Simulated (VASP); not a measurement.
A run of VASP 6.6.1 is set up as follows.

Contents of INCAR:

```
SYSTEM = MoS2
  ALGO = Normal
  EDIFF = 1E-6
  ENCUT = 520
  GGA = CA
  ISIF = 2
  ISMEAR = -1
  LASPH = .TRUE.
  LCHARG = .TRUE.
  LDAU = .TRUE.
  LDAUJ = 0 0
  LDAUL = 2 -1
  LDAUPRINT = 1
  LDAUTYPE = 2
  LDAUU = 5 0
  LELF = .TRUE.
  LMAXMIX = 4
  LREAL = .FALSE.
  LVHAR = .TRUE.
  LWAVE = .FALSE.
  NBANDS = 20
  NELM = 150
  PREC = Accurate
  SIGMA = 0.05
```

Contents of KPOINTS:

```
k-points
0
G
  9 9 4
  0 0 0
```

Contents of POSCAR:

```
MoS2
1.0
    3.2274645616      0.0000000000      0.0000000000
   -1.6137322808      2.7950663001      0.0000000000
    0.0000000000      0.0000000000      6.3124734200
Mo S
1 2
Direct
    0.0000000000      0.0000000000      0.5000000000
    0.6666666667      0.3333333333      0.7446806800
    0.3333333333      0.6666666667      0.2553193200
```

Potentials or basis: VASP PAW LDA potentials, release 64 (Mo_sv, S).

Launch:

```bash
$ cat potpaw_LDA.64/Mo_sv/POTCAR potpaw_LDA.64/S/POTCAR > POTCAR
$ mpirun -np 1 vasp_std > vasp.out
```

What does it give for the pressure?

-3.1 GPa.

Estimate the largest force.

0.095 eV/Å.

Estimate the band gap on the k mesh.

zero (band 13 reaches 7.53 eV, above the bottom of band 14 at 6.46 eV).

Stress tensor (GPa, compression positive):
```
-3.84  0.00  0.00
 0.00 -3.84  0.00
 0.00  0.00 -1.57
```

Caveat: U without spin polarisation on a metal has little footing.
